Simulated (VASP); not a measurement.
A run of VASP 6.6.1:

The input INCAR:

```
SYSTEM = Li
PREC = Accurate
ENCUT = 520
EDIFF = 1E-7
ISMEAR = -1
SIGMA = 0.1
LREAL = .FALSE.
LASPH = .TRUE.
NELM = 100
ALGO = Normal
ISIF = 2
LWAVE = .FALSE.
LCHARG = .FALSE.
GGA = B5
ALDAX = 1.0
AGGAX = 1.0
AGGAC = 1.0
ALDAC = 0.0
NBANDS = 14
```

Contents of KPOINTS:

```
regular mesh
0
G
  13 13 4
  0 0 0
```

Contents of POSCAR:

```
Li
1.0
    3.0065320812      0.0000000000      0.0000000000
   -1.5032660406      2.6037331596      0.0000000000
    0.0000000000      0.0000000000      9.7949261972
Li
4
Direct
    1.0000000000      1.0000000000      0.0000000000
    1.0000000000      1.0000000000      0.5000000000
    0.3333333333      0.6666666667      0.2500000000
    0.6666666667      0.3333333333      0.7500000000
```

Potentials or basis: VASP PAW PBE potentials, release 64 (Li_sv).

The run is started by

```bash
$ cat potpaw_PBE.64/Li_sv/POTCAR > POTCAR
$ mpirun -np 1 vasp_std > vasp.out
```

Hardware: 1 thread of AMD EPYC 9R45 96-Core Processor (Zen 5), with other jobs on the host.

Task: How long does it take, and how much memory?

Result: It took 62 s on 1 thread of AMD EPYC 9R45 96-Core Processor (Zen 5) (shared host), peak memory 0.18 GiB. Counts: scf iterations 18, k points 63.
